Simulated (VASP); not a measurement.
Here is a VASP 6.6.1 calculation.

The input INCAR:

```
SYSTEM = Nb
ALGO     = Fast           ! electronic algorithm
EDIFF    = 1E-7           ! SCF threshold, eV
ENCUT    = 520            ! plane-wave cutoff, eV
GGA      = PE             ! functional
ISIF     = 2              ! what is computed and relaxed
ISMEAR   = 0              ! smearing method
LASPH    = .True.         ! aspherical terms in the spheres
LCHARG   = .False.        ! write CHGCAR
LREAL    = .False.        ! projectors in reciprocal space
LWAVE    = .False.        ! write WAVECAR
NBANDS   = 12             ! bands
NELM     = 100            ! most SCF steps
PREC     = Accurate       ! precision mode
SIGMA    = 0.15           ! smearing width, eV
```

File KPOINTS:

```
k-points
0
Gamma
  20 20 20
  0 0 0
```

Contents of POSCAR:

```
Nb
1.0
   -1.6223512500      1.6223512500      1.6639500000
    1.6223512500     -1.6223512500      1.6639500000
    1.6223512500      1.6223512500     -1.6639500000
Nb
1
Direct
    0.0000000000      0.0000000000      0.0000000000
```

Potentials or basis: VASP PAW PBE potentials, release 64 (Nb_sv).

Launch:

```console
$ cat potpaw_PBE.64/Nb_sv/POTCAR > POTCAR
$ mpirun -np 1 vasp_std > vasp.out
```

**Question.** Estimate the pressure.

**Answer.** 5.9 GPa.

Stress tensor (GPa, compression positive):
```
7.01 0.00 0.00
0.00 7.01 0.00
0.00 0.00 3.72
```

Caveat: the cell differs from its parent crystal (strain -0.025 along x and y, +0.000 along z).
